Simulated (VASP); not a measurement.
# Cu3Re (P4/mmm) in VASP: single point with PBE

Aim: the single point of Cu3Re with PBE.

Program: VASP 6.6.1. These are calculated values, not measurements. Logs are shortened: lines on timing, memory, paths and dates and some standing lists are left out, and cuts for length are marked.

### 1 The cell of the first run

Symmetry: P4/mmm, No. 123, tetragonal system. The conventional cell has a = 2.611 Å, b = 2.611 Å, c = 7.460 Å, α = 90.00°, β = 90.00°, γ = 90.00°. Cu (site symmetry 4mm) has 8 Cu at 2.56 to 2.61 Å and 4 Re at 2.69 Å within 3.4 Å. Within 3.4 Å of Cu (site symmetry 4/mmm) lie 12 Cu at 2.56 to 2.61 Å. Within 3.4 Å of Re (site symmetry 4/mmm) lie 4 Re at 2.61 Å and 8 Cu at 2.69 Å.

The cell was generated, and may not be a known phase.

### 2 Single point, PBE

INCAR reads:

```
SYSTEM = Cu3Re
ALGO = Normal
EDIFF = 1E-6
ENCUT = 820
GGA = PE
GGA_COMPAT = .False.
ISIF = 2
ISMEAR = 0
LASPH = .True.
LCHARG = .False.
LREAL = .False.
LWAVE = .False.
NBANDS = 44
NELM = 120
PREC = Accurate
SIGMA = 0.1
```

KPOINTS reads:

```
k-points
0
Gamma
  6 6 4
  0 0 0
```

POSCAR reads:

```
Cu3Re
1.0
    2.6110056306      0.0000000000      0.0000000000
    0.0000000000      2.6110056306      0.0000000000
    0.0000000000      0.0000000000      7.4597130500
Cu Re
3 1
Direct
    0.5000000000      0.5000000000      0.2378548960
    0.5000000000      0.5000000000      0.7621451040
    0.0000000000      0.0000000000      0.0000000000
    0.0000000000      0.0000000000      0.5000000000
```

Potentials or basis: VASP PAW PBE potentials, release 64 (Cu_sv_GW, Re_sv_GW).

Run with:

```
> cat potpaw_PBE.64/Cu_sv_GW/POTCAR potpaw_PBE.64/Re_sv_GW/POTCAR > POTCAR
> mpirun -np 1 vasp_std > vasp.out
```

OUTCAR:

```text
SYSTEM = Cu3Re
   EDIFF = 1E-6
   ENCUT = 820
   GGA = PE
   ISIF = 2
   ISMEAR = 0
   LASPH = .True.
   LREAL = .False.
   NELM = 120
   PREC = Accurate

 ion  position               nearest neighbor table
   1  0.500  0.500  0.238-   3 2.56   3 2.56   3 2.56   3 2.56   4 2.69   4 2.69   4 2.69   4 2.69

   2  0.500  0.500  0.762-   3 2.56   3 2.56   3 2.56   3 2.56   4 2.69   4 2.69   4 2.69   4 2.69

   3  0.000  0.000  0.000-   1 2.56   2 2.56   1 2.56   2 2.56   1 2.56   2 2.56   1 2.56   2 2.56

   4  0.000  0.000  0.500-   1 2.69   2 2.69   1 2.69   2 2.69   1 2.69   2 2.69   1 2.69   2 2.69

  LATTYP: Found a simple tetragonal cell.
 ALAT       =     2.6110056306
 C/A-ratio  =     2.8570267956

  Lattice vectors:

 A1 = (   2.6110056306,   0.0000000000,   0.0000000000)
 A2 = (   0.0000000000,   2.6110056306,   0.0000000000)
 A3 = (   0.0000000000,   0.0000000000,   7.4597130500)

Analysis of symmetry for initial positions (statically):
=====================================================================
 Subroutine PRICEL returns:
 Original cell was already a primitive cell.

 Routine SETGRP: Setting up the symmetry group for a
 simple tetragonal supercell.

 Subroutine GETGRP returns: Found 16 space group operations
 (whereof 16 operations were pure point group operations)
 out of a pool of 16 trial point group operations.

The static configuration has the point symmetry D_4h.

Analysis of symmetry for dynamics (positions and initial velocities):
=====================================================================
 Subroutine PRICEL returns:
 Original cell was already a primitive cell.

 Routine SETGRP: Setting up the symmetry group for a
 simple tetragonal supercell.

 Subroutine GETGRP returns: Found 16 space group operations
 (whereof 16 operations were pure point group operations)
 out of a pool of 16 trial point group operations.

The dynamic configuration has the point symmetry D_4h.

 Subroutine INISYM returns: Found 16 space group operations
 (whereof 16 operations are pure point group operations),
 and found     1 'primitive' translations

----------------------------------------------------------------------------------------

                                     Primitive cell

  volume of cell :      50.8555

  direct lattice vectors                    reciprocal lattice vectors
     2.611005631  0.000000000  0.000000000     0.382994195  0.000000000  0.000000000
     0.000000000  2.611005631  0.000000000     0.000000000  0.382994195  0.000000000
     0.000000000  0.000000000  7.459713050     0.000000000  0.000000000  0.134053414

  length of vectors
     2.611005631  2.611005631  7.459713050     0.382994195  0.382994195  0.134053414

  position of ions in fractional coordinates (direct lattice)
     0.500000000  0.500000000  0.237854896
     0.500000000  0.500000000  0.762145104
     0.000000000  0.000000000  0.000000000
     0.000000000  0.000000000  0.500000000

  ion indices of the primitive-cell ions
   primitive index   ion index
                 1           1
                 2           2
                 3           3
                 4           4

----------------------------------------------------------------------------------------

 KPOINTS: k-points

Automatic generation of k-mesh.
 Grid dimensions read from file:
 generate k-points for:    6    6    4

 Generating k-lattice:

  Cartesian coordinates                     Fractional coordinates (reciprocal lattice)
     0.063832366  0.000000000  0.000000000     0.166666667  0.000000000  0.000000000
     0.000000000  0.063832366  0.000000000     0.000000000  0.166666667  0.000000000
     0.000000000  0.000000000  0.033513353     0.000000000  0.000000000  0.250000000

  Length of vectors
     0.063832366  0.063832366  0.033513353

  Shift w.r.t. Gamma in fractional coordinates (k-lattice)
     0.000000000  0.000000000  0.000000000

 Subroutine IBZKPT returns following result:
 ===========================================

 Found     30 irreducible k-points:

 Following reciprocal coordinates:
            Coordinates               Weight
  0.000000  0.000000  0.000000      1.000000
  0.166667  0.000000  0.000000      4.000000
  0.333333  0.000000  0.000000      4.000000
  0.500000  0.000000  0.000000      2.000000
  0.166667  0.166667  0.000000      4.000000
  0.333333  0.166667  0.000000      8.000000
[... 16 lines left out ...]
  0.333333  0.000000  0.500000      4.000000
  0.500000  0.000000  0.500000      2.000000
 [... further k-points ...]
   k-points           NKPTS =     30   k-points in BZ     NKDIM =     30   number of bands    NBANDS=     44
   number of dos      NEDOS =    301   number of ions     NIONS =      4
   total plane-waves  NPLWV =  40320
   dimension x,y,z NGX =    24 NGY =   24 NGZ =   70
   dimension x,y,z NGXF=    48 NGYF=   48 NGZF=  140
   ions per type =               3   1
   NGX,Y,Z   is equivalent  to a cutoff of  15.28, 15.28, 15.60 a.u.
   NGXF,Y,Z  is equivalent  to a cutoff of  30.56, 30.56, 31.20 a.u.
 SYSTEM =  Cu3Re
   PREC   = accura    normal or accurate (medium, high low for compatibility)
   ISTART =      0    job   : 0-new  1-cont  2-samecut
   ICHARG =      2    charge: 1-file 2-atom 10-const
   ISPIN  =      1    spin polarized calculation?
   LNONCOLLINEAR =      F non collinear calculations
   LSORBIT =      F    spin-orbit coupling
   LASPH  =      T    aspherical Exc in radial PAW
   ENCUT  =  820.0 eV  60.27 Ry    7.76 a.u.   6.10  6.10 17.42*2*pi/ulx,y,z
   NELM   =    120;   NELMIN=  2; NELMDL= -5     # of ELM steps
   EDIFF  = 0.1E-05   stopping-criterion for ELM
   LREAL  =      F    real-space projection
   EDIFFG = 0.1E-04   stopping-criterion for IOM
   NSW    =      0    number of steps for IOM
   IBRION =     -1    ionic relax: 0-MD 1-quasi-New 2-CG
   NFREE  =      0    steps in history (QN), initial steepest desc. (CG)
   ISIF   =      2    stress and relaxation
   ISYM   =      2    0-nonsym 1-usesym 2-fastsym
   POTIM  = 0.5000    time-step for ionic-motion
   TEBEG  =    0.0;   TEEND  =   0.0 temperature during run
   PSTRESS=    0.0 pullay stress
   NELECT =      72.0000    total number of electrons
   NUPDOWN=      -1.0000    fix difference up-down
   EMIN   =  10.00;   EMAX   =-10.00  energy-range for DOS
   EFERMI =   0.00;   METHOD = LEGACY
   ISMEAR =     0;   SIGMA  =   0.10  broadening in eV -4-tet -1-fermi 0-gaus
   EFERMI_NEDOS =   21; number of points for ismear=-14 and -15
   IALGO  =     38    algorithm
   IMIX   =      4    mixing-type and parameters
     AMIX     =   0.40;   BMIX     =  1.00
     AMIX_MAG =   1.60;   BMIX_MAG =  1.00
  volume/ion in A,a.u.               =      12.71        85.80
  Fermi-wavevector in a.u.,A,eV,Ry     =   1.838258  3.473804 45.976695  3.379192
  Thomas-Fermi vector in A             =   2.891060
   LORBIT       =      0    0 simple, 1 ext, 2 COOP (PROOUT), +10 PAW based schemes
   GGA     = PE    functional components
   LHFCALC =     F    Hartree Fock is set to
   AEXX    =    0.0000 exact exchange contribution
   IVDW    =     0    specifies the selected vdW correction
   LEPSILON=     F    determine dielectric tensor
   LRPA    =     F    only Hartree local field effects (RPA)
 non-spin polarized calculation
 Gauss-broadening in eV      SIGMA  =   0.10
  energy-cutoff  :      820.00
  volume of cell :       50.86
 maximum number of plane-waves:      2752
   NGX = 13   NGY = 13   NGZ = 35

 number of electron      72.0000040 magnetization

 Free energy of the ion-electron system (eV)
  ---------------------------------------------------
  ext. energy  EPLUGINS =         0.00000000
  ---------------------------------------------------
  free energy    TOTEN  =       -24.61870726 eV

  energy without entropy =      -24.60275019  energy(sigma->0) =      -24.61072872

 E-fermi :   9.3234     XC(G=0): -13.5400

 val. band max:        9.3158981172   @ k =   0.5000   0.3333   0.2500
 cond. band min:       9.3274537895   @ k =   0.1667   0.0000   0.2500
 fundamental gap:      0.0115556723
 Fermi energy:         9.3234257500

 k-point     1 :       0.0000    0.0000    0.0000
  band No.  band energies     occupation
      1    -103.6278      2.00000
      2    -103.6277      2.00000
      3    -103.1356      2.00000
      4     -71.4719      2.00000
      5     -61.0237      2.00000
      6     -61.0219      2.00000
[... 36 lines left out ...]
     43      21.6232      0.00000
     44      24.6198      0.00000

 k-point     2 :       0.1667    0.0000    0.0000
  band No.  band energies     occupation
      1    -103.6269      2.00000
      2    -103.6269      2.00000
      3    -103.1348      2.00000
      4     -71.4532      2.00000
      5     -61.0223      2.00000
      6     -61.0215      2.00000
[... 36 lines left out ...]
     43      21.2007      0.00000
     44      21.7684      0.00000

 k-point     3 :       0.3333    0.0000    0.0000
  band No.  band energies     occupation
      1    -103.6252      2.00000
      2    -103.6251      2.00000
      3    -103.1330      2.00000
      4     -71.4155      2.00000
      5     -61.0204      2.00000
      6     -61.0193      2.00000
[... 36 lines left out ...]
     43      17.3412      0.00000
     44      18.4955      0.00000

 k-point     4 :       0.5000    0.0000    0.0000
  band No.  band energies     occupation
      1    -103.6243      2.00000
      2    -103.6241      2.00000
      3    -103.1322      2.00000
      4     -71.3966      2.00000
      5     -61.0198      2.00000
      6     -61.0178      2.00000
[... 882 lines left out ...]
     43      20.7941      0.00000
     44      22.7829      0.00000

 k-point    23 :       0.3333    0.0000    0.5000
  band No.  band energies     occupation
      1    -103.6252      2.00000
      2    -103.6251      2.00000
      3    -103.1330      2.00000
      4     -71.4155      2.00000
      5     -61.0202      2.00000
      6     -61.0194      2.00000
[... 36 lines left out ...]
     43      20.0686      0.00000
     44      20.3369      0.00000

 k-point    24 :       0.5000    0.0000    0.5000
  band No.  band energies     occupation
      1    -103.6244      2.00000
      2    -103.6242      2.00000
      3    -103.1322      2.00000
      4     -71.3967      2.00000
      5     -61.0196      2.00000
      6     -61.0179      2.00000
[... 36 lines left out ...]
     43      17.7486      0.00000
     44      17.7779      0.00000

 [... further k-points ...]
[... 5 lines left out ...]
  --------------------------------------------------------------------------------------
  -------------------------------------------------------------------------------------
  Total       -0.4032260     -0.4032260     -0.3630207      0.0000000      0.0000000      0.0000000
  in kB      -12.7034396    -12.7034396    -11.4367909      0.0000000      0.0000000      0.0000000
  external PRESSURE =     -12.2812234 kB  Pullay stress =       0.0000000 kB

 VOLUME and BASIS-vectors are now :
 -----------------------------------------------------------------------------
  energy-cutoff  :      820.00
  volume of cell :       50.86
      direct lattice vectors                 reciprocal lattice vectors
     2.611005631  0.000000000  0.000000000     0.382994195  0.000000000  0.000000000
     0.000000000  2.611005631  0.000000000     0.000000000  0.382994195  0.000000000
     0.000000000  0.000000000  7.459713050     0.000000000  0.000000000  0.134053414

 POSITION                                       TOTAL-FORCE (eV/Angst)
 -----------------------------------------------------------------------------------
      1.30550      1.30550      1.77433         0.000000      0.000000     -0.003032
      1.30550      1.30550      5.68538        -0.000000     -0.000000      0.003032
      0.00000      0.00000      0.00000        -0.000000      0.000000      0.000000
      0.00000      0.00000      3.72986        -0.000000      0.000000      0.000000
 -----------------------------------------------------------------------------------
    total drift:                                0.000000     -0.000000      0.000000

  FREE ENERGIE OF THE ION-ELECTRON SYSTEM (eV)
  ---------------------------------------------------
  free  energy   TOTEN  =       -24.6187072588 eV

  energy  without entropy=      -24.6027501888  energy(sigma->0) =      -24.61072872
```

Wall time 4.5 min (1 thread of AMD EPYC 7R13 (Zen 3), shared host); peak memory 0.26 GiB.

Results:

| Quantity | Value |
| --- | --- |
| Free energy | -24.6187 eV |
| Pressure | -1.2 GPa |
| Largest force | 0.003 eV/Å |
| Band gap on the k mesh | zero (bands 36 and 37 overlap by 4.06 eV) |

Forces in eV/Å, atoms in the order of the input:
```
Cu   0.000  0.000 -0.003
Cu   0.000  0.000  0.003
Cu   0.000  0.000  0.000
Re   0.000  0.000  0.000
```

Caveat: the k points lie up to 0.40 Å⁻¹ apart, too coarse for converged energies and pressures of a metal; spin-orbit coupling is left out, which moves the levels of the heavy elements.
